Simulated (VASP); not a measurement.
# Na3Nb (Pm-3m) in VASP: notebook

Runs on Na3Nb. Level: PBE. Tasks: relaxation of cell and atoms, single point.

Everything below comes from runs of VASP 6.6.1. Logs are shortened: lines on timing, memory, paths and dates and some standing lists are left out, and cuts for length are marked.

### Step 1. The cell of the first run

It takes space group Pm-3m (No. 221, cubic). Conventional cell: a = 4.240 Å, b = 4.240 Å, c = 4.240 Å, α = 90.00°, β = 90.00°, γ = 90.00°. Within 3.9 Å of Na (site symmetry 4/mmm) lie 8 Na at 3.00 Å and 4 Nb at 3.00 Å. Within 3.9 Å of Nb (site symmetry m-3m) lie 12 Na at 3.00 Å.

### Step 2. Relaxation of cell and atoms, PBE

File INCAR:

```
SYSTEM = Na3Nb
  PREC = Accurate
  ENCUT = 600
  EDIFF = 1E-6
  ISMEAR = 0
  SIGMA = 0.1
  LREAL = .FALSE.
  LASPH = .TRUE.
  NELM = 80
  ALGO = Normal
  ISIF = 3
  LWAVE = .FALSE.
  LCHARG = .FALSE.
  GGA = PE
  IBRION = 2
  NSW = 90
  EDIFFG = -0.04
```

File KPOINTS:

```
regular mesh
0
G
  4 4 4
  0 0 0
```

File POSCAR:

```
Na3Nb
1.0
    4.2402376978      0.0000000000      0.0000000000
    0.0000000000      4.2402376978      0.0000000000
    0.0000000000      0.0000000000      4.2402376978
Na Nb
3 1
Direct
    0.0000000000      0.5000000000      0.5000000000
    0.5000000000      0.0000000000      0.5000000000
    0.5000000000      0.5000000000      0.0000000000
    0.0000000000      0.0000000000      0.0000000000
```

Potentials or basis: VASP PAW PBE potentials, release 64 (Na_pv, Nb_sv).

On the command line:

```bash
> cat potpaw_PBE.64/Na_pv/POTCAR potpaw_PBE.64/Nb_sv/POTCAR > POTCAR
> mpirun -np 1 vasp_std > vasp.out
```

OUTCAR:

```text
SYSTEM = Na3Nb
   PREC = Accurate
   ENCUT = 600
   EDIFF = 1E-6
   ISMEAR = 0
   LREAL = .FALSE.
   LASPH = .TRUE.
   NELM = 80
   ISIF = 3
   GGA = PE
   IBRION = 2
   NSW = 90
   EDIFFG = -0.04

 ion  position               nearest neighbor table
   1  0.000  0.500  0.500-
   2  0.500  0.000  0.500-
   3  0.500  0.500  0.000-
   4  0.000  0.000  0.000-

  LATTYP: Found a simple cubic cell.
 ALAT       =     4.2402376978

  Lattice vectors:

 A1 = (   4.2402376978,   0.0000000000,   0.0000000000)
 A2 = (   0.0000000000,   4.2402376978,   0.0000000000)
 A3 = (   0.0000000000,   0.0000000000,   4.2402376978)

Analysis of symmetry for initial positions (statically):
=====================================================================
 Subroutine PRICEL returns:
 Original cell was already a primitive cell.

 Routine SETGRP: Setting up the symmetry group for a
 simple cubic supercell.

 Subroutine GETGRP returns: Found 48 space group operations
 (whereof 48 operations were pure point group operations)
 out of a pool of 48 trial point group operations.

The static configuration has the point symmetry O_h .

Analysis of symmetry for dynamics (positions and initial velocities):
=====================================================================
 Subroutine PRICEL returns:
 Original cell was already a primitive cell.

 Routine SETGRP: Setting up the symmetry group for a
 simple cubic supercell.

 Subroutine GETGRP returns: Found 48 space group operations
 (whereof 48 operations were pure point group operations)
 out of a pool of 48 trial point group operations.

The dynamic configuration has the point symmetry O_h .

 Subroutine INISYM returns: Found 48 space group operations
 (whereof 48 operations are pure point group operations),
 and found     1 'primitive' translations

----------------------------------------------------------------------------------------

                                     Primitive cell

  volume of cell :      76.2378

  direct lattice vectors                    reciprocal lattice vectors
     4.240237698  0.000000000  0.000000000     0.235835835  0.000000000  0.000000000
     0.000000000  4.240237698  0.000000000     0.000000000  0.235835835  0.000000000
     0.000000000  0.000000000  4.240237698     0.000000000  0.000000000  0.235835835

  length of vectors
     4.240237698  4.240237698  4.240237698     0.235835835  0.235835835  0.235835835

  position of ions in fractional coordinates (direct lattice)
     0.000000000  0.500000000  0.500000000
     0.500000000  0.000000000  0.500000000
     0.500000000  0.500000000  0.000000000
     0.000000000  0.000000000  0.000000000
[... 49 lines left out ...]
   dimension x,y,z NGX =    36 NGY =   36 NGZ =   36
   dimension x,y,z NGXF=    72 NGYF=   72 NGZF=   72
   ions per type =               3   1
   NGX,Y,Z   is equivalent  to a cutoff of  14.11, 14.11, 14.11 a.u.
   NGXF,Y,Z  is equivalent  to a cutoff of  28.23, 28.23, 28.23 a.u.
 SYSTEM =  Na3Nb
   PREC   = accura    normal or accurate (medium, high low for compatibility)
   ISTART =      0    job   : 0-new  1-cont  2-samecut
   ICHARG =      2    charge: 1-file 2-atom 10-const
   ISPIN  =      1    spin polarized calculation?
   LNONCOLLINEAR =      F non collinear calculations
   LSORBIT =      F    spin-orbit coupling
   LASPH  =      T    aspherical Exc in radial PAW
   ENCUT  =  600.0 eV  44.10 Ry    6.64 a.u.   8.47  8.47  8.47*2*pi/ulx,y,z
   NELM   =     80;   NELMIN=  2; NELMDL= -5     # of ELM steps
   EDIFF  = 0.1E-05   stopping-criterion for ELM
   LREAL  =      F    real-space projection
   EDIFFG = -.4E-01   stopping-criterion for IOM
   NSW    =     90    number of steps for IOM
   IBRION =      2    ionic relax: 0-MD 1-quasi-New 2-CG
   NFREE  =      1    steps in history (QN), initial steepest desc. (CG)
   ISIF   =      3    stress and relaxation
   ISYM   =      2    0-nonsym 1-usesym 2-fastsym
   POTIM  = 0.5000    time-step for ionic-motion
   TEBEG  =    0.0;   TEEND  =   0.0 temperature during run
   PSTRESS=    0.0 pullay stress
   NELECT =      34.0000    total number of electrons
   NUPDOWN=      -1.0000    fix difference up-down
   EMIN   =  10.00;   EMAX   =-10.00  energy-range for DOS
   EFERMI =   0.00;   METHOD = LEGACY
   ISMEAR =     0;   SIGMA  =   0.10  broadening in eV -4-tet -1-fermi 0-gaus
   EFERMI_NEDOS =   21; number of points for ismear=-14 and -15
   IALGO  =     38    algorithm
   IMIX   =      4    mixing-type and parameters
     AMIX     =   0.40;   BMIX     =  1.00
     AMIX_MAG =   1.60;   BMIX_MAG =  1.00
  volume/ion in A,a.u.               =      19.06       128.62
  Fermi-wavevector in a.u.,A,eV,Ry     =   1.250770  2.363613 21.285317  1.564427
  Thomas-Fermi vector in A             =   2.384749
   LORBIT       =      0    0 simple, 1 ext, 2 COOP (PROOUT), +10 PAW based schemes
   GGA     = PE    functional components
   LHFCALC =     F    Hartree Fock is set to
   AEXX    =    0.0000 exact exchange contribution
   IVDW    =     0    specifies the selected vdW correction
   LEPSILON=     F    determine dielectric tensor
   LRPA    =     F    only Hartree local field effects (RPA)
 conjugate gradient relaxation of ions
 non-spin polarized calculation
 Gauss-broadening in eV      SIGMA  =   0.10
  energy-cutoff  :      600.00
  volume of cell :       76.24
 maximum number of plane-waves:      2560
 NGX is ok and might be reduce to    36
   NGX = 17   NGY = 17   NGZ = 17

--------------------------------------- Ionic step        1  -------------------------------------------

 number of electron      33.9999986 magnetization

 Free energy of the ion-electron system (eV)
  ---------------------------------------------------
  ext. energy  EPLUGINS =         0.00000000
  ---------------------------------------------------
  free energy    TOTEN  =        -8.46077020 eV

  energy without entropy =       -8.41383795  energy(sigma->0) =       -8.43730408

 E-fermi :   4.3792     XC(G=0):  -9.5364

 val. band max:        4.3354152143   @ k =   0.5000   0.5000   0.0000
 cond. band min:       4.3885298613   @ k =   0.5000   0.2500   0.2500
 fundamental gap:      0.0531146469
 Fermi energy:         4.3792493481

 k-point     1 :       0.0000    0.0000    0.0000
  band No.  band energies     occupation
      1     -50.5042      2.00000
      2     -26.5884      2.00000
      3     -26.5884      2.00000
      4     -26.5884      2.00000
      5     -19.4830      2.00000
      6     -19.4830      2.00000
[... 342 lines left out ...]
--------------------------------------- Ionic step        4  -------------------------------------------

 number of electron      34.0000032 magnetization

 Free energy of the ion-electron system (eV)
  ---------------------------------------------------
  ext. energy  EPLUGINS =         0.00000000
  ---------------------------------------------------
  free energy    TOTEN  =        -9.43721734 eV

  energy without entropy =       -9.38887164  energy(sigma->0) =       -9.41304449

 E-fermi :   2.3085     XC(G=0):  -8.2916

 val. band max:        2.2376288611   @ k =   0.5000   0.2500   0.0000
 cond. band min:       2.3100728113   @ k =   0.5000   0.2500   0.2500
 fundamental gap:      0.0724439502
 Fermi energy:         2.3084759405

 k-point     1 :       0.0000    0.0000    0.0000
  band No.  band energies     occupation
      1     -52.9665      2.00000
      2     -29.0013      2.00000
      3     -29.0013      2.00000
      4     -29.0013      2.00000
      5     -21.4901      2.00000
      6     -21.4901      2.00000
[... 260 lines left out ...]
  FREE ENERGIE OF THE ION-ELECTRON SYSTEM (eV)
  ---------------------------------------------------
  free  energy   TOTEN  =        -9.4372173381 eV

  energy  without entropy=       -9.3888716406  energy(sigma->0) =       -9.41304449

 reached required accuracy - stopping structural energy minimisation
```

OSZICAR:

```text
N       E                     dE             d eps       ncg     rms          rms(c)
DAV:   1     0.406568430613E+03    0.40657E+03   -0.20284E+04   420   0.217E+03
DAV:   2     0.214163684097E+02   -0.38515E+03   -0.37889E+03   435   0.593E+02
DAV:   3    -0.648550257052E+01   -0.27902E+02   -0.26911E+02   592   0.168E+02
[... 53 lines left out ...]
DAV:   7    -0.943729355813E+01    0.10029E-02   -0.42091E-03   610   0.657E-01    0.174E-01
DAV:   8    -0.943722248033E+01    0.71078E-04   -0.90145E-04   696   0.188E-01    0.364E-02
DAV:   9    -0.943721631799E+01    0.61623E-05   -0.48863E-05   599   0.279E-02    0.122E-02
DAV:  10    -0.943721801630E+01   -0.16983E-05   -0.22587E-05   536   0.244E-02    0.707E-03
DAV:  11    -0.943721733806E+01    0.67824E-06   -0.12559E-06   288   0.689E-03
   4 F= -.94372173E+01 E0= -.94130445E+01  d E =-.976447E+00
```

CONTCAR:

```text
Na3Nb
   1.00000000000000
     4.7251160666951879    0.0000000000000000   -0.0000000000000000
    -0.0000000000000000    4.7251160666951879    0.0000000000000000
    -0.0000000000000000   -0.0000000000000000    4.7251160666951879
  Na              Nb
     3     1
Direct
     0.0000000000000000    0.5000000000000000    0.5000000000000000
     0.5000000000000000    0.0000000000000000    0.5000000000000000
     0.5000000000000000    0.5000000000000000    0.0000000000000000
     0.0000000000000000    0.0000000000000000    0.0000000000000000

  0.00000000E+00  0.00000000E+00  0.00000000E+00
  0.00000000E+00  0.00000000E+00  0.00000000E+00
  0.00000000E+00  0.00000000E+00  0.00000000E+00
  0.00000000E+00  0.00000000E+00  0.00000000E+00
```

Run time: 33 s. Hardware: 1 thread of Intel Xeon 6975P-C (Granite Rapids), shared host; peak memory 0.21 GiB.

Results:

```
Free energy                            : -9.4372 eV
Relaxed volume                         : 26.37 Å³/atom
Relaxed cell                           : a = 4.725 Å, b = 4.725 Å, c = 4.725 Å, α = 90.00°, β = 90.00°, γ = 90.00°
Space group after relaxing (to 0.05 Å) : Pm-3m (No. 221)
Energy gained by relaxing              : 244.1 meV/atom
Ionic steps                            : 4
Pressure after relaxing                : 0.0 GPa
Band gap on the k mesh                 : zero (band 17 reaches 3.13 eV, above the bottom of band 18 at 2.31 eV)
```

Step by step:
```
step  energy change (eV)  largest force (eV/Å)  pressure (GPa)  volume (Å³)
   1              0.0000                0.0000           13.85        76.24
   2             -0.9006                0.0000            2.66        95.90
   3             -0.9703                0.0000            0.68       102.81
   4             -0.9764                0.0000            0.05       105.50
```

Final structure:
```yaml
crystal:
  lattice:
    - [4.72512, 0.00000, 0.00000]
    - [0.00000, 4.72512, 0.00000]
    - [0.00000, 0.00000, 4.72512]
  atoms:
    - { symbol: Na, position: [0.00000, 0.50000, 0.50000] }
    - { symbol: Na, position: [0.50000, 0.00000, 0.50000] }
    - { symbol: Na, position: [0.50000, 0.50000, 0.00000] }
    - { symbol: Nb, position: [0.00000, 0.00000, 0.00000] }
```

Levels at points of the mesh, in eV from the Fermi level:
| k point | band 15 | band 16 | band 17 | band 18 | band 19 | band 20 |
| --- | --- | --- | --- | --- | --- | --- |
| (0.00, 0.00, 0.00) | -0.59 | -0.59 | 0.40 | 0.40 | 0.40 | 2.72 |
| (0.50, 0.00, 0.00) | -1.72 | -0.43 | 0.02 | 0.02 | 0.46 | 0.80 |
| (0.50, 0.50, 0.00) | -1.23 | -0.17 | -0.17 | 0.13 | 0.13 | 0.79 |
| (0.50, 0.50, 0.50) | -0.68 | -0.68 | 0.83 | 0.83 | 0.83 | 1.05 |

Caveat: the k points lie up to 0.33 Å⁻¹ apart in the final cell; the volume moved by over 15 % at a fixed basis, so the end points are rough.

### Step 3. Single point, PBE

This run uses another cell than the first one, of 26.58 Å³/atom, 1.395 times its volume.

File INCAR:

```
PREC = Accurate
ENCUT = 520
EDIFF = 1E-7
ISMEAR = 0
SIGMA = 0.1
LREAL = False
LASPH = True
NELM = 60
ALGO = Fast
ISIF = 2
LWAVE = False
LCHARG = True
GGA = PE
LELF = True
LVHAR = True
NBANDS = 25
```

File KPOINTS:

```
regular mesh
0
Gamma
  10 10 10
```

File POSCAR:

```
Na3Nb
1.0
    4.7372878012      0.0000000000      0.0000000000
    0.0000000000      4.7372878012      0.0000000000
    0.0000000000      0.0000000000      4.7372878012
Na Nb
3 1
Direct
    0.0000000000      0.5000000000      0.5000000000
    0.5000000000      0.0000000000      0.5000000000
    0.5000000000      0.5000000000      0.0000000000
    0.0000000000      0.0000000000      0.0000000000
```

Potentials or basis: VASP PAW PBE potentials, release 64 (Na_pv, Nb_sv).

On the command line:

```bash
> cat potpaw_PBE.64/Na_pv/POTCAR potpaw_PBE.64/Nb_sv/POTCAR > POTCAR
> mpirun -np 1 vasp_std > vasp.out
```

It took 89 s on 1 thread of Intel Xeon 6975P-C (Granite Rapids), shared host; peak memory 0.28 GiB.

Results (log left out):

| Item | Value |
| --- | --- |
| Free energy | -9.4298 eV |
| Pressure | 0.0 GPa |
| Band gap on the k mesh | zero (band 17 reaches 3.08 eV, above the bottom of band 18 at 2.24 eV) |

Levels at points of the mesh, in eV from the Fermi level:
| k point | band 13 | band 14 | band 15 | band 16 | band 17 | band 18 | band 19 | band 20 | band 21 | band 22 |
| --- | --- | --- | --- | --- | --- | --- | --- | --- | --- | --- |
| (0.00, 0.00, 0.00) | -23.76 | -3.93 | -0.61 | -0.61 | 0.37 | 0.37 | 0.37 | 2.66 | 2.66 | 2.66 |
| (0.50, 0.00, 0.00) | -23.77 | -2.54 | -1.75 | -0.45 | -0.01 | -0.01 | 0.42 | 0.76 | 4.01 | 4.01 |
| (0.50, 0.50, 0.00) | -23.74 | -1.33 | -1.25 | -0.21 | -0.21 | 0.10 | 0.10 | 0.75 | 0.80 | 2.12 |
| (0.50, 0.50, 0.50) | -23.74 | -0.71 | -0.71 | -0.71 | 0.77 | 0.80 | 0.80 | 1.00 | 1.00 | 1.00 |
